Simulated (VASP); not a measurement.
# PbS (Galena) (P1) in VASP: single point with PBE

Aim: the single point of PbS (Galena) with PBE.

Program: VASP 6.6.1. These are calculated values, not measurements. Logs are shortened: lines on timing, memory, paths and dates and some standing lists are left out, and cuts for length are marked.

### 1 The cell of the first run

The typed cell holds 2 atoms: a = 4.194 Å, b = 4.194 Å, c = 4.194 Å, α = 60.00°, β = 60.00°, γ = 60.00°.

### 2 Single point, PBE

The input, INCAR:

```
PREC = Accurate
ENCUT = 520
EDIFF = 1E-6
ISMEAR = 0
SIGMA = 0.01
LREAL = F
LASPH = T
NELM = 80
ALGO = Normal
ISIF = 2
LWAVE = F
LCHARG = F
GGA = PE
NBANDS = 17
```

The input, KPOINTS:

```
Automatic mesh
0
Gamma
  4 4 4
```

The input, POSCAR:

```
PbS
1.0
    0.0000000000      2.9657500000      2.9657500000
    2.9657500000      0.0000000000      2.9657500000
    2.9657500000      2.9657500000      0.0000000000
Pb S
1 1
Direct
    0.0042221239     -0.0008431767     -0.0028080053
    0.5030492348      0.4829215285      0.5046000095
```

Potentials or basis: VASP PAW PBE potentials, release 64 (Pb_d, S).

Command:

```sh
$ cat potpaw_PBE.64/Pb_d/POTCAR potpaw_PBE.64/S/POTCAR > POTCAR
$ mpirun -np 1 vasp_std > vasp.out
```

OUTCAR:

```text
PREC = Accurate
   ENCUT = 520
   EDIFF = 1E-6
   ISMEAR = 0
   LREAL = F
   LASPH = T
   NELM = 80
   ISIF = 2
   GGA = PE

 ion  position               nearest neighbor table
   1  0.004  0.999  0.997-   2 2.91   2 2.94   2 2.95   2 2.98   2 2.99   2 3.02
   2  0.503  0.483  0.505-   1 2.91   1 2.94   1 2.95   1 2.98   1 2.99   1 3.02

  LATTYP: Found a face centered cubic cell.
 ALAT       =     5.9315000000

  Lattice vectors:

 A1 = (   0.0000000000,   2.9657500000,   2.9657500000)
 A2 = (   2.9657500000,   0.0000000000,   2.9657500000)
 A3 = (   2.9657500000,   2.9657500000,   0.0000000000)

Analysis of symmetry for initial positions (statically):
=====================================================================
 Subroutine PRICEL returns:
 Original cell was already a primitive cell.

 Routine SETGRP: Setting up the symmetry group for a
 face centered cubic supercell.

 Subroutine GETGRP returns: Found  1 space group operations
 (whereof  1 operations were pure point group operations)
 out of a pool of 48 trial point group operations.

The static configuration has the point symmetry C_1 .

Analysis of symmetry for dynamics (positions and initial velocities):
=====================================================================
 Subroutine PRICEL returns:
 Original cell was already a primitive cell.

 Routine SETGRP: Setting up the symmetry group for a
 face centered cubic supercell.

 Subroutine GETGRP returns: Found  1 space group operations
 (whereof  1 operations were pure point group operations)
 out of a pool of 48 trial point group operations.

The dynamic configuration has the point symmetry C_1 .

 Subroutine INISYM returns: Found  1 space group operations
 (whereof  1 operations are pure point group operations),
 and found     1 'primitive' translations

----------------------------------------------------------------------------------------

                                     Primitive cell

  volume of cell :      52.1715

  direct lattice vectors                    reciprocal lattice vectors
     0.000000000  2.965750000  2.965750000    -0.168591419  0.168591419  0.168591419
     2.965750000  0.000000000  2.965750000     0.168591419 -0.168591419  0.168591419
     2.965750000  2.965750000  0.000000000     0.168591419  0.168591419 -0.168591419

  length of vectors
     4.194203873  4.194203873  4.194203873     0.292008903  0.292008903  0.292008903

  position of ions in fractional coordinates (direct lattice)
     0.004222124  0.999156823  0.997191995
     0.503049235  0.482921529  0.504600010

  ion indices of the primitive-cell ions
   primitive index   ion index
                 1           1
                 2           2

----------------------------------------------------------------------------------------

 KPOINTS: Automatic mesh

Automatic generation of k-mesh.
 Grid dimensions read from file:
 generate k-points for:    4    4    4

 Generating k-lattice:

  Cartesian coordinates                     Fractional coordinates (reciprocal lattice)
    -0.042147855  0.042147855  0.042147855     0.250000000  0.000000000  0.000000000
     0.042147855 -0.042147855  0.042147855     0.000000000  0.250000000  0.000000000
     0.042147855  0.042147855 -0.042147855     0.000000000  0.000000000  0.250000000

  Length of vectors
     0.073002226  0.073002226  0.073002226

  Shift w.r.t. Gamma in fractional coordinates (k-lattice)
     0.000000000  0.000000000  0.000000000

 Subroutine IBZKPT returns following result:
 ===========================================

 Found     36 irreducible k-points:

 Following reciprocal coordinates:
            Coordinates               Weight
  0.000000  0.000000  0.000000      1.000000
  0.250000  0.000000  0.000000      2.000000
  0.000000  0.250000  0.000000      2.000000
  0.000000  0.000000  0.250000      2.000000
  0.250000  0.250000  0.250000      2.000000
  0.500000  0.000000  0.000000      1.000000
[... 16 lines left out ...]
  0.250000  0.500000  0.500000      2.000000
  0.500000  0.000000  0.250000      2.000000
 [... further k-points ...]
   k-points           NKPTS =     36   k-points in BZ     NKDIM =     36   number of bands    NBANDS=     17
   number of dos      NEDOS =    301   number of ions     NIONS =      2
   total plane-waves  NPLWV =  32768
   dimension x,y,z NGX =    32 NGY =   32 NGZ =   32
   dimension x,y,z NGXF=    64 NGYF=   64 NGZF=   64
   ions per type =               1   1
   NGX,Y,Z   is equivalent  to a cutoff of  12.68, 12.68, 12.68 a.u.
   NGXF,Y,Z  is equivalent  to a cutoff of  25.37, 25.37, 25.37 a.u.
 SYSTEM =  unknown system
   PREC   = accura    normal or accurate (medium, high low for compatibility)
   ISTART =      0    job   : 0-new  1-cont  2-samecut
   ICHARG =      2    charge: 1-file 2-atom 10-const
   ISPIN  =      1    spin polarized calculation?
   LNONCOLLINEAR =      F non collinear calculations
   LSORBIT =      F    spin-orbit coupling
   LASPH  =      T    aspherical Exc in radial PAW
   ENCUT  =  520.0 eV  38.22 Ry    6.18 a.u.   7.80  7.80  7.80*2*pi/ulx,y,z
   NELM   =     80;   NELMIN=  2; NELMDL= -5     # of ELM steps
   EDIFF  = 0.1E-05   stopping-criterion for ELM
   LREAL  =      F    real-space projection
   EDIFFG = 0.1E-04   stopping-criterion for IOM
   NSW    =      0    number of steps for IOM
   IBRION =     -1    ionic relax: 0-MD 1-quasi-New 2-CG
   NFREE  =      0    steps in history (QN), initial steepest desc. (CG)
   ISIF   =      2    stress and relaxation
   ISYM   =      2    0-nonsym 1-usesym 2-fastsym
   POTIM  = 0.5000    time-step for ionic-motion
   TEBEG  =    0.0;   TEEND  =   0.0 temperature during run
   PSTRESS=    0.0 pullay stress
   NELECT =      20.0000    total number of electrons
   NUPDOWN=      -1.0000    fix difference up-down
   EMIN   =  10.00;   EMAX   =-10.00  energy-range for DOS
   EFERMI =   0.00;   METHOD = LEGACY
   ISMEAR =     0;   SIGMA  =   0.01  broadening in eV -4-tet -1-fermi 0-gaus
   EFERMI_NEDOS =   21; number of points for ismear=-14 and -15
   IALGO  =     38    algorithm
   IMIX   =      4    mixing-type and parameters
     AMIX     =   0.40;   BMIX     =  1.00
     AMIX_MAG =   1.60;   BMIX_MAG =  1.00
  volume/ion in A,a.u.               =      26.09       176.04
  Fermi-wavevector in a.u.,A,eV,Ry     =   1.189251  2.247359 19.242973  1.414319
  Thomas-Fermi vector in A             =   2.325363
   LORBIT       =      0    0 simple, 1 ext, 2 COOP (PROOUT), +10 PAW based schemes
   GGA     = PE    functional components
   LHFCALC =     F    Hartree Fock is set to
   AEXX    =    0.0000 exact exchange contribution
   IVDW    =     0    specifies the selected vdW correction
   LEPSILON=     F    determine dielectric tensor
   LRPA    =     F    only Hartree local field effects (RPA)
 non-spin polarized calculation
 Gauss-broadening in eV      SIGMA  =   0.01
  energy-cutoff  :      520.00
  volume of cell :       52.17
 maximum number of plane-waves:      1424
   NGX = 15   NGY = 15   NGZ = 15

 number of electron      19.9999999 magnetization

 Free energy of the ion-electron system (eV)
  ---------------------------------------------------
  ext. energy  EPLUGINS =         0.00000000
  ---------------------------------------------------
  free energy    TOTEN  =        -8.74306419 eV

  energy without entropy =       -8.74306419  energy(sigma->0) =       -8.74306419

 E-fermi :   5.9482     XC(G=0):  -9.6849

 val. band max:        5.8177802552   @ k =   0.5000   0.0000   0.0000
 cond. band min:       6.1902770616   @ k =   0.5000   0.0000   0.0000
 fundamental gap:      0.3724968064
 Fermi energy:         5.9481741208

 k-point     1 :       0.0000    0.0000    0.0000
  band No.  band energies     occupation
      1     -11.0007      2.00000
      2     -11.0003      2.00000
      3     -11.0002      2.00000
      4     -10.9848      2.00000
      5     -10.9848      2.00000
      6      -7.7837      2.00000
[... 9 lines left out ...]
     16      12.5880      0.00000
     17      14.4709      0.00000

 k-point     2 :       0.2500    0.0000    0.0000
  band No.  band energies     occupation
      1     -11.0045      2.00000
      2     -11.0038      2.00000
      3     -10.9982      2.00000
      4     -10.9737      2.00000
      5     -10.9736      2.00000
      6      -7.2803      2.00000
[... 9 lines left out ...]
     16      13.7714      0.00000
     17      17.7036      0.00000

 k-point     3 :       0.0000    0.2500    0.0000
  band No.  band energies     occupation
      1     -11.0043      2.00000
      2     -11.0042      2.00000
      3     -10.9983      2.00000
      4     -10.9736      2.00000
      5     -10.9733      2.00000
      6      -7.2821      2.00000
[... 9 lines left out ...]
     16      13.7754      0.00000
     17      17.7053      0.00000

 k-point     4 :       0.0000    0.0000    0.2500
  band No.  band energies     occupation
      1     -11.0045      2.00000
      2     -11.0039      2.00000
      3     -10.9982      2.00000
      4     -10.9737      2.00000
      5     -10.9735      2.00000
      6      -7.2807      2.00000
[... 9 lines left out ...]
     16      13.7734      0.00000
     17      17.7047      0.00000
[... 343 lines left out ...]
      1     -11.0748      2.00000
      2     -11.0016      2.00000
      3     -10.9870      2.00000
      4     -10.9617      2.00000
      5     -10.9475      2.00000
      6      -6.3480      2.00000
[... 9 lines left out ...]
     16      16.5656      0.00000
     17      17.2354      0.00000

 k-point    23 :       0.2500    0.5000    0.5000
  band No.  band energies     occupation
      1     -11.0748      2.00000
      2     -11.0019      2.00000
      3     -10.9869      2.00000
      4     -10.9617      2.00000
      5     -10.9474      2.00000
      6      -6.3458      2.00000
[... 9 lines left out ...]
     16      16.5713      0.00000
     17      17.2344      0.00000

 k-point    24 :       0.5000    0.0000    0.2500
  band No.  band energies     occupation
      1     -11.0748      2.00000
      2     -11.0019      2.00000
      3     -10.9867      2.00000
      4     -10.9618      2.00000
      5     -10.9475      2.00000
      6      -6.3449      2.00000
[... 9 lines left out ...]
     16      16.5712      0.00000
     17      17.2320      0.00000

 [... further k-points ...]

------------------------ aborting loop because EDIFF is reached ----------------------------------------

  FORCE on cell =-STRESS in cart. coord.  units (eV):
  Direction    XX          YY          ZZ          XY          YZ          ZX
  --------------------------------------------------------------------------------------
  -------------------------------------------------------------------------------------
  Total        0.7253722      0.7194037      0.7603934     -0.0005729     -0.0007590      0.0010419
  in kB       22.2760348     22.0927439     23.3515284     -0.0175924     -0.0233089      0.0319951
  external PRESSURE =      22.5734357 kB  Pullay stress =       0.0000000 kB

 VOLUME and BASIS-vectors are now :
 -----------------------------------------------------------------------------
  energy-cutoff  :      520.00
  volume of cell :       52.17
      direct lattice vectors                 reciprocal lattice vectors
     0.000000000  2.965750000  2.965750000    -0.168591419  0.168591419  0.168591419
     2.965750000  0.000000000  2.965750000     0.168591419 -0.168591419  0.168591419
     2.965750000  2.965750000  0.000000000     0.168591419  0.168591419 -0.168591419

 POSITION                                       TOTAL-FORCE (eV/Angst)
 -----------------------------------------------------------------------------------
      5.92067      2.96994      2.97577         0.010911     -0.007638      0.025195
      2.92874      2.98844      2.92414        -0.010911      0.007638     -0.025195
 -----------------------------------------------------------------------------------
    total drift:                                0.000002      0.000043      0.000133

  FREE ENERGIE OF THE ION-ELECTRON SYSTEM (eV)
  ---------------------------------------------------
  free  energy   TOTEN  =        -8.7430641852 eV

  energy  without entropy=       -8.7430641852  energy(sigma->0) =       -8.74306419
```

Wall time 13 s (1 thread of Intel Xeon Platinum 8488C (Sapphire Rapids), shared host); peak memory 0.18 GiB.

What came out:

```
Free energy            : -8.7431 eV
Pressure               : 2.3 GPa
Largest force          : 0.028 eV/Å
Band gap on the k mesh : 0.37 eV, direct
```

Forces in eV/Å, atoms in the order of the input:
```
Pb   0.011 -0.008  0.025
S   -0.011  0.008 -0.025
```

Caveat: the k points lie up to 0.46 Å⁻¹ apart; spin-orbit coupling is left out, which moves the levels of the heavy elements.
